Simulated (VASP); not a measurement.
# Ti (P6_3/mmc) in VASP: a series of runs, part 2 of 2

VASP 6.6.1. The steps go on from the part before.

## (3) Vibrations by perturbation theory, PBEsol (17.12 Å³/atom)

This run uses another cell than the first one, of 17.12 Å³/atom.

INCAR

```
SYSTEM = Ti
ALGO     = Normal         ! electronic algorithm
EDIFF    = 1E-8           ! SCF threshold, eV
ENCUT    = 520            ! plane-wave cutoff, eV
GGA      = PS             ! functional
IBRION   = 8              ! ionic algorithm
ISIF     = 2              ! what is computed and relaxed
ISMEAR   = -1             ! smearing method
LASPH    = .TRUE.         ! aspherical terms in the spheres
LCHARG   = .FALSE.        ! write CHGCAR
LREAL    = .FALSE.        ! projectors in reciprocal space
LWAVE    = .FALSE.        ! write WAVECAR
NELM     = 60             ! most SCF steps
NSW      = 1              ! ionic steps
PREC     = Accurate       ! precision mode
SIGMA    = 0.15           ! smearing width, eV
```

KPOINTS

```
k-points
0
G
  18 18 10
  0 0 0
```

POSCAR

```
Ti
1.0
    2.9218142591      0.0000000000      0.0000000000
   -1.4609071296      2.5303653735      0.0000000000
    0.0000000000      0.0000000000      4.6312624142
Ti
2
Direct
    0.3333333333      0.6666666667      0.2500000000
    0.6666666667      0.3333333333      0.7500000000
```

Potentials or basis: VASP PAW PBE potentials, release 64 (Ti_sv).

Run with:

```sh
cat potpaw_PBE.64/Ti_sv/POTCAR > POTCAR
mpirun -np 1 vasp_std > vasp.out
```

OUTCAR:

```text
SYSTEM = Ti
   EDIFF = 1E-8
   ENCUT = 520
   GGA = PS
   IBRION = 8
   ISIF = 2
   ISMEAR = -1
   LASPH = .TRUE.
   LREAL = .FALSE.
   NELM = 60
   NSW = 1
   PREC = Accurate

 ion  position               nearest neighbor table
   1  0.333  0.667  0.250-   2 2.86   2 2.86   2 2.86   2 2.86   2 2.86   2 2.86
   2  0.667  0.333  0.750-   1 2.86   1 2.86   1 2.86   1 2.86   1 2.86   1 2.86

  LATTYP: Found a hexagonal cell.
 ALAT       =     2.9218142591
 C/A-ratio  =     1.5850639375

  Lattice vectors:

 A1 = (   2.9218142591,   0.0000000000,   0.0000000000)
 A2 = (  -1.4609071296,   2.5303653735,   0.0000000000)
 A3 = (   0.0000000000,   0.0000000000,   4.6312624142)

Analysis of symmetry for initial positions (statically):
=====================================================================
 Subroutine PRICEL returns:
 Original cell was already a primitive cell.

 Routine SETGRP: Setting up the symmetry group for a
 hexagonal supercell.

 Subroutine GETGRP returns: Found 24 space group operations
 (whereof 12 operations were pure point group operations)
 out of a pool of 24 trial point group operations.

The static configuration has the point symmetry D_3d.
 The point group associated with its full space group is D_6h.

Analysis of symmetry for dynamics (positions and initial velocities):
=====================================================================
 Subroutine PRICEL returns:
 Original cell was already a primitive cell.

 Routine SETGRP: Setting up the symmetry group for a
 hexagonal supercell.
[... 646 lines left out ...]

  FREE ENERGIE OF THE ION-ELECTRON SYSTEM (eV)
  ---------------------------------------------------
  free  energy   TOTEN  =       -16.7571253055 eV

  energy  without entropy=      -16.5685864800  energy(sigma->0) =      -16.66285589

[... ionic steps 2 to 3 ...]

--------------------------------------- Ionic step        4  -------------------------------------------

------------------------ aborting loop because EDIFF is reached ----------------------------------------

[... ionic steps 5 to 5 ...]

--------------------------------------- Ionic step        6  -------------------------------------------

 Free energy of the ion-electron system (eV)
  ---------------------------------------------------
  ---------------------------------------------------
  free energy    TOTEN  =        -0.64595003 eV

  energy without entropy =       -0.64595003

------------------------ aborting loop because EDIFF is reached ----------------------------------------

 INTERNAL STRAIN TENSOR  FOR ION    1  DIRECTION 3   (eV/Angst):
 -----------------------------------------------------------------------------
    -0.01476  0.00000  0.00000
     0.00000 -0.01476  0.00000
    -0.00000  0.00000  0.02652

 INTERNAL STRAIN TENSOR FOR ION    2 for displacements in x,y,z  (eV/Angst):
          X           Y           Z          XY          YZ          ZX
  --------------------------------------------------------------------------------
  x    -0.00000     0.00000     0.00000     2.37437     0.00000     0.00000
  y     2.37437    -2.37437    -0.00000     0.00000     0.00000     0.00000
  z    -0.00000     0.00000     0.00000     0.00000     0.00000     0.00000

 SECOND DERIVATIVES (NOT SYMMETRIZED)
 ------------------------------------
               1X          1Y          1Z          2X          2Y          2Z
  1X    -1.078786    0.000000    0.000000    1.078786   -0.000000    0.000000
  1Y     0.000000   -1.078786    0.000000   -0.000000    1.078786    0.000000
  1Z     0.000000    0.000000   -3.386938   -0.000000   -0.000000    3.386938
  2X     1.078786   -0.000000    0.000000   -1.078786    0.000000    0.000000
  2Y    -0.000000    1.078786    0.000000    0.000000   -1.078786    0.000000
  2Z    -0.000000   -0.000000    3.386938    0.000000    0.000000   -3.386938

 Eigenvectors and eigenvalues of the dynamical matrix
 ----------------------------------------------------

   1 f  =    5.880203 THz    36.946403 2PiTHz  196.142449 cm-1    24.318553 meV
             X         Y         Z           dx          dy          dz
     -0.000000  1.686910  1.157816    -0.000000   -0.000000    0.707107
      1.460907  0.843455  3.473447     0.000000   -0.000000   -0.707107
[... 16 lines left out ...]
   5 f  =    0.000000 THz     0.000000 2PiTHz    0.000001 cm-1     0.000000 meV
             X         Y         Z           dx          dy          dz
     -0.000000  1.686910  1.157816     0.515394   -0.479735   -0.064992
      1.460907  0.843455  3.473447     0.515394   -0.479735   -0.064992

   6 f/i=    0.000000 THz     0.000000 2PiTHz    0.000001 cm-1     0.000000 meV
             X         Y         Z           dx          dy          dz
     -0.000000  1.686910  1.157816     0.483911    0.513281    0.048712
      1.460907  0.843455  3.473447     0.483911    0.513281    0.048712

--------------------------------------------------------------------------------------------------------

 ELASTIC MODULI CONTR FROM IONIC RELAXATION (kBar)
 Direction    XX          YY          ZZ          XY          YZ          ZX
 --------------------------------------------------------------------------------
 XX        -244.5331    244.5331      0.0000      0.0000     -0.0000      0.0000
 YY         244.5331   -244.5331     -0.0000      0.0000      0.0000      0.0000
 ZZ           0.0000     -0.0000     -0.0000     -0.0000      0.0000      0.0000
 XY           0.0000      0.0000     -0.0000   -244.5331     -0.0000      0.0000
 YZ          -0.0000      0.0000      0.0000     -0.0000     -0.0000      0.0000
 ZX           0.0000      0.0000      0.0000      0.0000      0.0000      0.0000
 --------------------------------------------------------------------------------
```

OSZICAR:

```text
N       E                     dE             d eps       ncg     rms          rms(c)
DAV:   1     0.246279777646E+03    0.24628E+03   -0.13652E+04  7128   0.188E+03
DAV:   2     0.936808760567E+01   -0.23691E+03   -0.23560E+03  7344   0.493E+02
DAV:   3    -0.178655235344E+02   -0.27234E+02   -0.26980E+02 13944   0.136E+02
DAV:   4    -0.189868784373E+02   -0.11214E+01   -0.11209E+01  7416   0.291E+01
[... 83 lines left out ...]
RMM:  27    -0.645950012266E+00   -0.12172E-07   -0.22182E-06 22001   0.198E-04    0.939E-06
RMM:  28    -0.645950011828E+00    0.43833E-09   -0.21204E-06 19518   0.183E-04    0.103E-05
RMM:  29    -0.645950021508E+00   -0.96799E-08   -0.16811E-06 20393   0.170E-04    0.104E-05
RMM:  30    -0.645950028127E+00   -0.66192E-08   -0.18771E-06 21317   0.159E-04    0.104E-05
 Linear response finished
```

It took 36 min on 1 thread of AMD EPYC 7R13 (Zen 3), shared host; peak memory 1 GiB.

What came out:

| Quantity | Value |
| --- | --- |
| Highest phonon frequency at Γ | 196 cm⁻¹ |

Phonon frequencies in cm⁻¹ (negative: imaginary):
```tsv
q point	frequencies
(0.000, 0.000, 0.000)	0 0 0 111 111 196
```

Caveat: the cell stands under pressure or tension, which shifts response properties; the PAW data sets were made with another functional, which shifts forces and pressure a little.

## (4) Vibrations by perturbation theory, PBEsol

This run uses another cell than the first one, of 14.83 Å³/atom.

INCAR

```
SYSTEM = Ti
  PREC = Accurate
  ENCUT = 550
  EDIFF = 1E-8
  ISMEAR = -1
  SIGMA = 0.15
  LREAL = .FALSE.
  LASPH = .TRUE.
  NELM = 300
  ALGO = All
  ISIF = 2
  LWAVE = .FALSE.
  LCHARG = .TRUE.
  GGA = PS
  NBANDS = 19
  IBRION = 8
  NSW = 1
  GGA_COMPAT = .FALSE.
  ISEARCH = 1
  KPAR = 4
```

KPOINTS

```
regular mesh
0
G
  18 18 10
  0 0 0
```

POSCAR

```
Ti
1.0
    2.7803277337      0.0000000000      0.0000000000
   -1.3901638668      2.4078344483      0.0000000000
    0.0000000000      0.0000000000      4.4291782023
Ti
2
Direct
    0.3333333333      0.6666666667      0.2500000000
    0.6666666667      0.3333333333      0.7500000000
```

Potentials or basis: VASP PAW PBE potentials, release 64 (Ti_sv).

Run with:

```sh
cat potpaw_PBE.64/Ti_sv/POTCAR > POTCAR
mpirun -np 4 vasp_std > vasp.out
```

OUTCAR:

```text
SYSTEM = Ti
   PREC = Accurate
   ENCUT = 550
   EDIFF = 1E-8
   ISMEAR = -1
   LREAL = .FALSE.
   LASPH = .TRUE.
   NELM = 300
   ISIF = 2
   GGA = PS
   IBRION = 8
   NSW = 1

 ion  position               nearest neighbor table
   1  0.333  0.667  0.250-   2 2.74   2 2.74   2 2.74   2 2.74   2 2.74   2 2.74
   2  0.667  0.333  0.750-   1 2.74   1 2.74   1 2.74   1 2.74   1 2.74   1 2.74

  LATTYP: Found a hexagonal cell.
 ALAT       =     2.7803277337
 C/A-ratio  =     1.5930417658

  Lattice vectors:

 A1 = (   2.7803277337,   0.0000000000,   0.0000000000)
 A2 = (  -1.3901638668,   2.4078344483,   0.0000000000)
 A3 = (   0.0000000000,   0.0000000000,   4.4291782023)

Analysis of symmetry for initial positions (statically):
=====================================================================
 Subroutine PRICEL returns:
 Original cell was already a primitive cell.

 Routine SETGRP: Setting up the symmetry group for a
 hexagonal supercell.

 Subroutine GETGRP returns: Found 24 space group operations
 (whereof 12 operations were pure point group operations)
 out of a pool of 24 trial point group operations.

The static configuration has the point symmetry D_3d.
 The point group associated with its full space group is D_6h.

Analysis of symmetry for dynamics (positions and initial velocities):
=====================================================================
 Subroutine PRICEL returns:
 Original cell was already a primitive cell.

 Routine SETGRP: Setting up the symmetry group for a
 hexagonal supercell.

 Subroutine GETGRP returns: Found 24 space group operations
[... 726 lines left out ...]

------------------------ aborting loop because EDIFF is reached ----------------------------------------

[... ionic steps 5 to 5 ...]

--------------------------------------- Ionic step        6  -------------------------------------------

 Free energy of the ion-electron system (eV)
  ---------------------------------------------------
  ---------------------------------------------------
  free energy    TOTEN  =        -0.61459534 eV

  energy without entropy =       -0.61459534

------------------------ aborting loop because EDIFF is reached ----------------------------------------

 INTERNAL STRAIN TENSOR  FOR ION    1  DIRECTION 3   (eV/Angst):
 -----------------------------------------------------------------------------
    -0.02315 -0.00000 -0.00000
    -0.00000 -0.02315  0.00000
     0.00000  0.00000  0.04814

 INTERNAL STRAIN TENSOR FOR ION    2 for displacements in x,y,z  (eV/Angst):
          X           Y           Z          XY          YZ          ZX
  --------------------------------------------------------------------------------
  x     0.00000    -0.00000    -0.00000     2.48482     0.00000     0.00000
  y     2.48482    -2.48482    -0.00000    -0.00000     0.00000     0.00000
  z    -0.00000    -0.00000     0.00000     0.00000     0.00000     0.00000

 SECOND DERIVATIVES (NOT SYMMETRIZED)
 ------------------------------------
               1X          1Y          1Z          2X          2Y          2Z
  1X    -0.754262   -0.000000    0.000000    0.754262    0.000000    0.000000
  1Y    -0.000000   -0.754262    0.000000    0.000000    0.754262    0.000000
  1Z     0.000000    0.000000   -6.799788   -0.000000    0.000000    6.799788
  2X     0.754262    0.000000    0.000000   -0.754262   -0.000000    0.000000
  2Y     0.000000    0.754262    0.000000   -0.000000   -0.754262    0.000000
  2Z    -0.000000    0.000000    6.799788    0.000000    0.000000   -6.799788

 Eigenvectors and eigenvalues of the dynamical matrix
 ----------------------------------------------------

   1 f  =    8.331752 THz    52.349943 2PiTHz  277.917338 cm-1    34.457343 meV
             X         Y         Z           dx          dy          dz
     -0.000000  1.605223  1.107295     0.000000    0.000000   -0.707107
      1.390164  0.802611  3.321884    -0.000000    0.000000    0.707107
[... 11 lines left out ...]
   4 f  =    0.000000 THz     0.000000 2PiTHz    0.000000 cm-1     0.000000 meV
             X         Y         Z           dx          dy          dz
     -0.000000  1.605223  1.107295    -0.000000    0.000000    0.707107
      1.390164  0.802611  3.321884     0.000000    0.000000    0.707107

   5 f/i=    0.000000 THz     0.000000 2PiTHz    0.000001 cm-1     0.000000 meV
             X         Y         Z           dx          dy          dz
     -0.000000  1.605223  1.107295    -0.255231   -0.659437    0.000000
      1.390164  0.802611  3.321884    -0.255231   -0.659437    0.000000

   6 f/i=    0.000000 THz     0.000000 2PiTHz    0.000002 cm-1     0.000000 meV
             X         Y         Z           dx          dy          dz
     -0.000000  1.605223  1.107295    -0.659437    0.255231    0.000000
      1.390164  0.802611  3.321884    -0.659437    0.255231    0.000000

--------------------------------------------------------------------------------------------------------

 ELASTIC MODULI CONTR FROM IONIC RELAXATION (kBar)
 Direction    XX          YY          ZZ          XY          YZ          ZX
 --------------------------------------------------------------------------------
 XX        -442.3155    442.3155      0.0000     -0.0000      0.0000      0.0000
 YY         442.3155   -442.3155     -0.0000     -0.0000      0.0000     -0.0000
 ZZ           0.0000     -0.0000     -0.0000      0.0000      0.0000     -0.0000
 XY          -0.0000     -0.0000      0.0000   -442.3155      0.0000     -0.0000
 YZ           0.0000      0.0000      0.0000      0.0000      0.0000      0.0000
 ZX           0.0000     -0.0000     -0.0000     -0.0000      0.0000     -0.0000
 --------------------------------------------------------------------------------
```

Wall time 7.5 min (4 MPI ranks of Intel Xeon Platinum 8488C (Sapphire Rapids), shared host); peak memory 1.2 GiB.

Results:

| Property | Result |
| --- | --- |
| Highest phonon frequency at Γ | 278 cm⁻¹ |

Phonon frequencies in cm⁻¹ (negative: imaginary):
| q point | frequencies |
| --- | --- |
| (0.000, 0.000, 0.000) | 0 0 0 93 93 278 |

Caveat: the cell stands under pressure or tension, which shifts response properties; the PAW data sets were made with another functional, which shifts forces and pressure a little.

## (5) Vibrations by perturbation theory, PBEsol

This run uses another cell than the first one, of 16.72 Å³/atom.

INCAR

```
PREC     = Accurate       # precision mode
ENCUT    = 520            # plane-wave cutoff, eV
EDIFF    = 1E-8           # SCF threshold, eV
ISMEAR   = 0              # smearing method
SIGMA    = 0.15           # smearing width, eV
LREAL    = False          # projectors in reciprocal space
LASPH    = True           # aspherical terms in the spheres
NELM     = 100            # most SCF steps
ALGO     = Normal         # electronic algorithm
ISIF     = 2              # what is computed and relaxed
LWAVE    = False          # write WAVECAR
LCHARG   = True           # write CHGCAR
GGA      = PS             # functional
IBRION   = 8              # ionic algorithm
NSW      = 1              # ionic steps
```

KPOINTS

```
Automatic mesh
0
Gamma
  24 24 14
```

POSCAR

```
Ti
1.0
    2.9004352003      0.0000000000      0.0000000000
   -1.4502176001      2.5118505655      0.0000000000
    0.0000000000      0.0000000000      4.5909904468
Ti
2
Direct
    0.3333333333      0.6666666667      0.2500000000
    0.6666666667      0.3333333333      0.7500000000
```

Potentials or basis: VASP PAW PBE potentials, release 64 (Ti_sv).

Run with:

```sh
cat potpaw_PBE.64/Ti_sv/POTCAR > POTCAR
mpirun -np 1 vasp_std > vasp.out
```

OUTCAR:

```text
PREC = Accurate
   ENCUT = 520
   EDIFF = 1E-8
   ISMEAR = 0
   LREAL = False
   LASPH = True
   NELM = 100
   ISIF = 2
   GGA = PS
   IBRION = 8
   NSW = 1

 ion  position               nearest neighbor table
   1  0.333  0.667  0.250-   2 2.84   2 2.84   2 2.84   2 2.84   2 2.84   2 2.84
   2  0.667  0.333  0.750-   1 2.84   1 2.84   1 2.84   1 2.84   1 2.84   1 2.84

  LATTYP: Found a hexagonal cell.
 ALAT       =     2.9004352003
 C/A-ratio  =     1.5828626153

[... 716 lines left out ...]
               1X          1Y          1Z          2X          2Y          2Z
  1X    -1.362567   -0.000000    0.000000    1.362567    0.000000    0.000000
  1Y    -0.000000   -1.362567    0.000000    0.000000    1.362567    0.000000
  1Z     0.000000    0.000000   -3.382382   -0.000000   -0.000000    3.382382
  2X     1.362567    0.000000    0.000000   -1.362567   -0.000000    0.000000
  2Y     0.000000    1.362567    0.000000   -0.000000   -1.362567    0.000000
  2Z    -0.000000   -0.000000    3.382382    0.000000    0.000000   -3.382382

 Eigenvectors and eigenvalues of the dynamical matrix
 ----------------------------------------------------

   1 f  =    5.876246 THz    36.921543 2PiTHz  196.010473 cm-1    24.302190 meV
             X         Y         Z           dx          dy          dz
     -0.000000  1.674567  1.147748     0.000000    0.000000   -0.707107
      1.450218  0.837284  3.443243    -0.000000    0.000000    0.707107
[... 21 lines left out ...]
   6 f  =    0.000000 THz     0.000000 2PiTHz    0.000000 cm-1     0.000000 meV
             X         Y         Z           dx          dy          dz
     -0.000000  1.674567  1.147748    -0.000000   -0.000000    0.707107
      1.450218  0.837284  3.443243     0.000000    0.000000    0.707107

--------------------------------------------------------------------------------------------------------

 ELASTIC MODULI CONTR FROM IONIC RELAXATION (kBar)
 Direction    XX          YY          ZZ          XY          YZ          ZX
 --------------------------------------------------------------------------------
 XX        -178.1029    178.1029     -0.0000     -0.0000      0.0000     -0.0000
 YY         178.1029   -178.1029      0.0000     -0.0000      0.0000      0.0000
 ZZ          -0.0000      0.0000     -0.0000      0.0000      0.0000     -0.0000
 XY          -0.0000     -0.0000      0.0000   -178.1029      0.0000     -0.0000
 YZ           0.0000      0.0000      0.0000      0.0000      0.0000      0.0000
 ZX          -0.0000      0.0000     -0.0000     -0.0000      0.0000     -0.0000
 --------------------------------------------------------------------------------
```

OSZICAR:

```text
N       E                     dE             d eps       ncg     rms          rms(c)
DAV:   1     0.247589324215E+03    0.24759E+03   -0.13620E+04 15632   0.188E+03
DAV:   2     0.958264557836E+01   -0.23801E+03   -0.23667E+03 16056   0.497E+02
DAV:   3    -0.177906544380E+02   -0.27373E+02   -0.27180E+02 30752   0.137E+02
[... 68 lines left out ...]
RMM:  19    -0.642299782636E+00   -0.22861E-06   -0.23055E-07 55369   0.581E-04    0.483E-05
RMM:  20    -0.642299816695E+00   -0.34059E-07   -0.70465E-07 56981   0.507E-04    0.562E-05
RMM:  21    -0.642299839554E+00   -0.22858E-07   -0.10429E-07 63067   0.437E-04    0.580E-05
RMM:  22    -0.642299892289E+00   -0.52735E-07   -0.27796E-07 61235   0.386E-04    0.610E-05
RMM:  23    -0.642299892190E+00    0.98885E-10   -0.23284E-07 59001   0.347E-04    0.620E-05
 Linear response finished
```

Run time: 1.9 h. Hardware: 1 thread of Oxide Virtual Turin-like, shared host; peak memory 2.1 GiB.

Results:

```yaml
Highest_phonon_frequency_at_Γ: 196 cm⁻¹
```

Phonon frequencies in cm⁻¹ (negative: imaginary):
```tsv
q point	frequencies
(0.000, 0.000, 0.000)	0 0 0 124 124 196
```

Caveat: the PAW data sets were made with another functional, which shifts forces and pressure a little.
